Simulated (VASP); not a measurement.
# Mg (I4/mmm) in VASP: notebook

Mg is run at these levels: PBE; tasks: single point.

All numbers are computed with VASP 6.6.1; they aren't measurements. Logs are shortened: lines on timing, memory, paths and dates and some standing lists are left out, and cuts for length are marked.

### Step 1. The cell of the first run

It takes space group I4/mmm (No. 139, tetragonal). The conventional cell has a = 3.671 Å, b = 3.671 Å, c = 3.410 Å, α = 90.00°, β = 90.00°, γ = 90.00°. Within 4.1 Å of Mg (site symmetry 4/mmm) lie 14 Mg at 3.11 to 3.67 Å.

### Step 2. Single point, PBE

INCAR reads:

```
SYSTEM = Mg
ALGO = Fast ; EDIFF = 1E-7
ENCUT = 520 ; GGA = PE
ISIF = 2 ; ISMEAR = 0
LASPH = .True. ; LCHARG = .False.
LREAL = .False. ; LWAVE = .False.
NBANDS = 7 ; NELM = 100
PREC = Accurate ; SIGMA = 0.15
```

KPOINTS reads:

```
k-points
0
Gamma
  18 18 18
  0 0 0
```

POSCAR reads:

```
Mg
1.0
   -1.8355548414      1.8355548414      1.7048661797
    1.8355548414     -1.8355548414      1.7048661797
    1.8355548414      1.8355548414     -1.7048661797
Mg
1
Direct
    0.0000000000      0.0000000000      0.0000000000
```

Potentials or basis: VASP PAW PBE potentials, release 64 (Mg).

Launch:

```
cat potpaw_PBE.64/Mg/POTCAR > POTCAR
mpirun -np 1 vasp_std > vasp.out
```

OUTCAR:

```text
SYSTEM = Mg
   EDIFF = 1E-7
   ENCUT = 520
   GGA = PE
   ISIF = 2
   ISMEAR = 0
   LASPH = .True.
   LREAL = .False.
   NELM = 100
   PREC = Accurate

 ion  position               nearest neighbor table
   1  0.000  0.000  0.000-

  LATTYP: Found a body centered tetragonal cell.
 ALAT       =     3.6711096828
 C/A-ratio  =     0.9288015489

  Lattice vectors:

 A1 = (  -1.8355548414,   1.8355548414,   1.7048661797)
 A2 = (   1.8355548414,  -1.8355548414,   1.7048661797)
 A3 = (   1.8355548414,   1.8355548414,  -1.7048661797)

Analysis of symmetry for initial positions (statically):
=====================================================================
 Subroutine PRICEL returns:
 Original cell was already a primitive cell.

 Routine SETGRP: Setting up the symmetry group for a
 body centered tetragonal supercell.

 Subroutine GETGRP returns: Found 16 space group operations
 (whereof 16 operations were pure point group operations)
 out of a pool of 16 trial point group operations.

The static configuration has the point symmetry D_4h.

Analysis of symmetry for dynamics (positions and initial velocities):
=====================================================================
 Subroutine PRICEL returns:
 Original cell was already a primitive cell.

 Routine SETGRP: Setting up the symmetry group for a
 body centered tetragonal supercell.

 Subroutine GETGRP returns: Found 16 space group operations
 (whereof 16 operations were pure point group operations)
 out of a pool of 16 trial point group operations.

The dynamic configuration has the point symmetry D_4h.

 Subroutine INISYM returns: Found 16 space group operations
 (whereof 16 operations are pure point group operations),
 and found     1 'primitive' translations

----------------------------------------------------------------------------------------

                                     Primitive cell

  volume of cell :      22.9766

  direct lattice vectors                    reciprocal lattice vectors
    -1.835554841  1.835554841  1.704866180     0.000000000  0.272397200  0.293278150
     1.835554841 -1.835554841  1.704866180     0.272397200  0.000000000  0.293278150
     1.835554841  1.835554841 -1.704866180     0.272397200  0.272397200  0.000000000

  length of vectors
     3.105654817  3.105654817  3.105654817     0.400265297  0.400265297  0.385227815

  position of ions in fractional coordinates (direct lattice)
     0.000000000  0.000000000  0.000000000

  ion indices of the primitive-cell ions
   primitive index   ion index
                 1           1

----------------------------------------------------------------------------------------

 KPOINTS: k-points

Automatic generation of k-mesh.
 Grid dimensions read from file:
 generate k-points for:   18   18   18

 Generating k-lattice:

  Cartesian coordinates                     Fractional coordinates (reciprocal lattice)
     0.000000000  0.015133178  0.016293231     0.055555556 -0.000000000  0.000000000
     0.015133178  0.000000000  0.016293231    -0.000000000  0.055555556  0.000000000
     0.015133178  0.015133178  0.000000000     0.000000000  0.000000000  0.055555556

  Length of vectors
     0.022236961  0.022236961  0.021401545

  Shift w.r.t. Gamma in fractional coordinates (k-lattice)
     0.000000000  0.000000000  0.000000000

 Subroutine IBZKPT returns following result:
 ===========================================

 Found    480 irreducible k-points:

 Following reciprocal coordinates:
            Coordinates               Weight
  0.000000  0.000000  0.000000      1.000000
  0.055556 -0.000000  0.000000      8.000000
  0.111111 -0.000000  0.000000      8.000000
  0.166667  0.000000  0.000000      8.000000
  0.222222  0.000000  0.000000      8.000000
  0.277778  0.000000  0.000000      8.000000
[... 16 lines left out ...]
 -0.277778  0.055556  0.000000     16.000000
 -0.222222  0.055556  0.000000     16.000000
 [... further k-points ...]
   k-points           NKPTS =    480   k-points in BZ     NKDIM =    480   number of bands    NBANDS=      7
   number of dos      NEDOS =    301   number of ions     NIONS =      1
   total plane-waves  NPLWV =  13824
   dimension x,y,z NGX =    24 NGY =   24 NGZ =   24
   dimension x,y,z NGXF=    48 NGYF=   48 NGZF=   48
   ions per type =               1
   NGX,Y,Z   is equivalent  to a cutoff of  12.85, 12.85, 12.85 a.u.
   NGXF,Y,Z  is equivalent  to a cutoff of  25.69, 25.69, 25.69 a.u.
 SYSTEM =  Mg
   PREC   = accura    normal or accurate (medium, high low for compatibility)
   ISTART =      0    job   : 0-new  1-cont  2-samecut
   ICHARG =      2    charge: 1-file 2-atom 10-const
   ISPIN  =      1    spin polarized calculation?
   LNONCOLLINEAR =      F non collinear calculations
   LSORBIT =      F    spin-orbit coupling
   LASPH  =      T    aspherical Exc in radial PAW
   ENCUT  =  520.0 eV  38.22 Ry    6.18 a.u.   5.77  5.77  5.77*2*pi/ulx,y,z
   NELM   =    100;   NELMIN=  2; NELMDL= -5     # of ELM steps
   EDIFF  = 0.1E-06   stopping-criterion for ELM
   LREAL  =      F    real-space projection
   EDIFFG = 0.1E-05   stopping-criterion for IOM
   NSW    =      0    number of steps for IOM
   IBRION =     -1    ionic relax: 0-MD 1-quasi-New 2-CG
   NFREE  =      0    steps in history (QN), initial steepest desc. (CG)
   ISIF   =      2    stress and relaxation
   ISYM   =      2    0-nonsym 1-usesym 2-fastsym
   POTIM  = 0.5000    time-step for ionic-motion
   TEBEG  =    0.0;   TEEND  =   0.0 temperature during run
   PSTRESS=    0.0 pullay stress
   NELECT =       2.0000    total number of electrons
   NUPDOWN=      -1.0000    fix difference up-down
   EMIN   =  10.00;   EMAX   =-10.00  energy-range for DOS
   EFERMI =   0.00;   METHOD = LEGACY
   ISMEAR =     0;   SIGMA  =   0.15  broadening in eV -4-tet -1-fermi 0-gaus
   EFERMI_NEDOS =   21; number of points for ismear=-14 and -15
   IALGO  =     68    algorithm
   IMIX   =      4    mixing-type and parameters
     AMIX     =   0.40;   BMIX     =  1.00
     AMIX_MAG =   1.60;   BMIX_MAG =  1.00
  volume/ion in A,a.u.               =      22.98       155.05
  Fermi-wavevector in a.u.,A,eV,Ry     =   0.725532  1.371056  7.162059  0.526396
  Thomas-Fermi vector in A             =   1.816277
   LORBIT       =      0    0 simple, 1 ext, 2 COOP (PROOUT), +10 PAW based schemes
   GGA     = PE    functional components
   LHFCALC =     F    Hartree Fock is set to
   AEXX    =    0.0000 exact exchange contribution
   IVDW    =     0    specifies the selected vdW correction
   LEPSILON=     F    determine dielectric tensor
   LRPA    =     F    only Hartree local field effects (RPA)
 non-spin polarized calculation
 RMM-DIIS sequential band-by-band and
 Gauss-broadening in eV      SIGMA  =   0.15
  energy-cutoff  :      520.00
  volume of cell :       22.98
 maximum number of plane-waves:       635
   NGX = 11   NGY = 11   NGZ = 11

 number of electron       2.0000000 magnetization

 Free energy of the ion-electron system (eV)
  ---------------------------------------------------
  ext. energy  EPLUGINS =         0.00000000
  ---------------------------------------------------
  free energy    TOTEN  =        -1.47900769 eV

  energy without entropy =       -1.47351517  energy(sigma->0) =       -1.47626143

 E-fermi :   2.6388     XC(G=0):  -8.4913

 val. band max:        2.6258868927   @ k =  -0.2778  -0.4444   0.2222
 cond. band min:       2.6407525276   @ k =   0.3333   0.2778   0.0556
 fundamental gap:      0.0148656350
 Fermi energy:         2.6387891677

 k-point     1 :       0.0000    0.0000    0.0000
  band No.  band energies     occupation
      1      -4.2961      2.00000
      2      14.7096      0.00000
      3      16.2213      0.00000
      4      16.2213      0.00000
      5      16.8535      0.00000
      6      17.0502      0.00000
      7      17.0502      0.00000

 k-point     2 :       0.0556   -0.0000    0.0000
  band No.  band energies     occupation
      1      -4.2214      2.00000
      2      14.3450      0.00000
      3      15.2704      0.00000
      4      15.7597      0.00000
      5      16.0738      0.00000
      6      17.5519      0.00000
      7      17.6128      0.00000

 k-point     3 :       0.1111   -0.0000    0.0000
  band No.  band energies     occupation
      1      -3.9978      2.00000
      2      13.3952      0.00000
      3      13.6562      0.00000
      4      14.9086      0.00000
      5      15.2732      0.00000
      6      16.9074      0.00000
      7      18.1500      0.00000

 k-point     4 :       0.1667    0.0000    0.0000
  band No.  band energies     occupation
      1      -3.6264      2.00000
      2      11.4285      0.00000
      3      12.9627      0.00000
      4      14.0600      0.00000
      5      14.5291      0.00000
      6      16.2231      0.00000
      7      18.5715      0.00000

 k-point     5 :       0.2222    0.0000    0.0000
  band No.  band energies     occupation
      1      -3.1087      2.00000
      2       9.5211      0.00000
      3      12.3447      0.00000
      4      13.3121      0.00000
      5      13.8804      0.00000
      6      15.5929      0.00000
      7      18.9687      0.00000

 k-point     6 :       0.2778    0.0000    0.0000
  band No.  band energies     occupation
      1      -2.4473      2.00000
      2       7.7104      0.00000
      3      11.8251      0.00000
      4      12.6930      0.00000
      5      13.3444      0.00000
      6      15.0332      0.00000
      7      19.4247      0.00000

 k-point     7 :       0.3333    0.0000   -0.0000
  band No.  band energies     occupation
      1      -1.6454      2.00000
      2       6.0105      0.00000
      3      11.4130      0.00000
      4      12.2117      0.00000
      5      12.9273      0.00000
      6      14.5690      0.00000
      7      19.9717      0.00000

 k-point     8 :       0.3889    0.0000   -0.0000
  band No.  band energies     occupation
      1      -0.7080      2.00000
      2       4.4304      0.00000
      3      11.1140      0.00000
      4      11.8698      0.00000
      5      12.6305      0.00000
      6      14.2218      0.00000
      7      20.6062      0.00000

 k-point     9 :       0.4444    0.0000    0.0000
  band No.  band energies     occupation
      1       0.3520      2.00000
      2       2.9845      0.00112
      3      10.9325      0.00000
      4      11.6658      0.00000
      5      12.4532      0.00000
      6      14.0071      0.00000
      7      21.2720      0.00000

 k-point    10 :       0.5000    0.0000    0.0000
  band No.  band energies     occupation
      1       1.2820      2.00000
      2       1.9259      2.00000
      3      10.8717      0.00000
      4      11.5981      0.00000
      5      12.3943      0.00000
      6      13.9345      0.00000
      7      21.6613      0.00000

 k-point    11 :       0.0556    0.0556    0.0000
  band No.  band energies     occupation
      1      -4.0668      2.00000
      2      13.9438      0.00000
      3      14.2588      0.00000
      4      14.4336      0.00000
      5      16.1867      0.00000
      6      16.9698      0.00000
      7      17.2881      0.00000
[... 51 lines left out ...]
 k-point    17 :       0.3889    0.0556   -0.0000
  band No.  band energies     occupation
      1      -0.1018      2.00000
      2       3.6848      0.00000
      3      10.2507      0.00000
      4      11.5304      0.00000
      5      13.0584      0.00000
      6      14.6626      0.00000
      7      19.9793      0.00000

 k-point    18 :       0.4444    0.0556    0.0000
  band No.  band energies     occupation
      1       0.9936      2.00000
      2       2.3417      1.99491
      3      10.0519      0.00000
      4      11.4789      0.00000
      5      12.8764      0.00000
      6      14.6034      0.00000
      7      20.7570      0.00000

 k-point    19 :       0.5000    0.0556    0.0000
  band No.  band energies     occupation
      1       0.9151      2.00000
      2       2.4292      1.95182
      3       9.9864      0.00000
      4      11.5528      0.00000
      5      12.8218      0.00000
      6      14.6747      0.00000
      7      21.4610      0.00000

 k-point    20 :      -0.4444    0.0556    0.0000
  band No.  band energies     occupation
      1      -0.1796      2.00000
      2       3.7897      0.00000
      3      10.0538      0.00000
      4      11.7519      0.00000
      5      12.8969      0.00000
      6      14.8760      0.00000
      7      21.5669      0.00000

 k-point    21 :      -0.3889    0.0556    0.0000
  band No.  band energies     occupation
      1      -1.1761      2.00000
      2       5.3079      0.00000
      3      10.2535      0.00000
      4      12.0751      0.00000
      5      13.1030      0.00000
      6      15.2022      0.00000
      7      21.0228      0.00000

 k-point    22 :      -0.3333    0.0556    0.0000
  band No.  band energies     occupation
      1      -2.0411      2.00000
      2       6.9487      0.00000
      3      10.5843      0.00000
      4      12.5200      0.00000
      5      13.4401      0.00000
      6      15.6426      0.00000
      7      20.2128      0.00000

 k-point    23 :      -0.2778    0.0556    0.0000
  band No.  band energies     occupation
      1      -2.7677      2.00000
      2       8.6998      0.00000
      3      11.0460      0.00000
      4      13.0829      0.00000
      5      13.9046      0.00000
      6      16.1790      0.00000
      7      19.3917      0.00000

 k-point    24 :      -0.2222    0.0556    0.0000
  band No.  band energies     occupation
      1      -3.3520      2.00000
      2      10.5350      0.00000
      3      11.6486      0.00000
      4      13.7573      0.00000
      5      14.4852      0.00000
      6      16.7756      0.00000
      7      18.6807      0.00000

 [... further k-points ...]
[... 5 lines left out ...]
  --------------------------------------------------------------------------------------
  -------------------------------------------------------------------------------------
  Total       -0.0305967     -0.0305967     -0.0029899      0.0000000      0.0000000      0.0000000
  in kB       -2.1335386     -2.1335386     -0.2084897      0.0000000      0.0000000      0.0000000
  external PRESSURE =      -1.4918556 kB  Pullay stress =       0.0000000 kB

 VOLUME and BASIS-vectors are now :
 -----------------------------------------------------------------------------
  energy-cutoff  :      520.00
  volume of cell :       22.98
      direct lattice vectors                 reciprocal lattice vectors
    -1.835554841  1.835554841  1.704866180     0.000000000  0.272397200  0.293278150
     1.835554841 -1.835554841  1.704866180     0.272397200  0.000000000  0.293278150
     1.835554841  1.835554841 -1.704866180     0.272397200  0.272397200  0.000000000

 POSITION                                       TOTAL-FORCE (eV/Angst)
 -----------------------------------------------------------------------------------
      0.00000      0.00000      0.00000         0.000000     -0.000000     -0.000000
 -----------------------------------------------------------------------------------
    total drift:                                0.000000      0.000000      0.000000

  FREE ENERGIE OF THE ION-ELECTRON SYSTEM (eV)
  ---------------------------------------------------
  free  energy   TOTEN  =        -1.4790076879 eV

  energy  without entropy=       -1.4735151729  energy(sigma->0) =       -1.47626143
```

It took 27 s on 1 thread of Intel Xeon Platinum 8375C at 2.90GHz (Ice Lake), shared host; peak memory 0.2 GiB.

What came out:

* Free energy: -1.4790 eV
* Pressure: -0.1 GPa
* Band gap on the k mesh: zero (bands 1 and 2 overlap by 4.55 eV)

Stress tensor (GPa, compression positive):
```
-0.21  0.00  0.00
 0.00 -0.21  0.00
 0.00  0.00 -0.02
```

Levels at points of the mesh, in eV from the Fermi level:
| k point | band 1 | band 2 | band 3 | band 4 | band 5 |
| --- | --- | --- | --- | --- | --- |
| (0.00, 0.00, 0.00) | -6.93 | 12.07 | 13.58 | 13.58 | 14.21 |
| (0.50, 0.00, 0.00) | -1.36 | -0.71 | 8.23 | 8.96 | 9.76 |
| (0.50, 0.50, 0.00) | -1.68 | -1.25 | 9.55 | 10.21 | 11.19 |
| (0.50, 0.50, 0.50) | 3.30 | 3.30 | 3.66 | 4.17 | 5.06 |

### Step 3. Single point, PBE

INCAR reads:

```
SYSTEM = Mg
PREC = Accurate ; ENCUT = 520
EDIFF = 1E-6 ; ISMEAR = 0
SIGMA = 0.15 ; LREAL = .FALSE.
LASPH = .TRUE. ; NELM = 60
ALGO = Normal ; ISIF = 2
LWAVE = .FALSE. ; LCHARG = .TRUE.
GGA = PE ; LELF = .TRUE.
LVHAR = .TRUE. ; NBANDS = 7
```

KPOINTS reads:

```
Automatic mesh
0
G
  20 20 20
  0 0 0
```

POSCAR is that of step 2.

Potentials or basis: VASP PAW PBE potentials, release 64 (Mg).

Launch:

```
cat potpaw_PBE.64/Mg/POTCAR > POTCAR
mpirun -np 1 vasp_std > vasp.out
```

Run time: 27 s. Hardware: 1 thread of Intel Xeon Platinum 8375C at 2.90GHz (Ice Lake), shared host; peak memory 0.22 GiB.

Results (log left out):

```
Free energy            : -1.4808 eV
Pressure               : -0.1 GPa
Band gap on the k mesh : zero (bands 1 and 2 overlap by 4.55 eV)
```

Stress tensor (GPa, compression positive):
```
-0.16  0.00  0.00
 0.00 -0.16  0.00
 0.00  0.00 -0.06
```

Levels at points of the mesh, in eV from the Fermi level:
```
           k point  band 1  band 2  band 3  band 4  band 5
(0.00, 0.00, 0.00)   -6.96   12.04   13.55   13.55   14.19
(0.50, 0.00, 0.00)   -1.38   -0.74    8.21    8.93    9.73
(0.50, 0.50, 0.00)   -1.71   -1.28    9.52   10.18   11.16
(0.50, 0.50, 0.50)    3.28    3.28    3.64    4.14    5.04
```
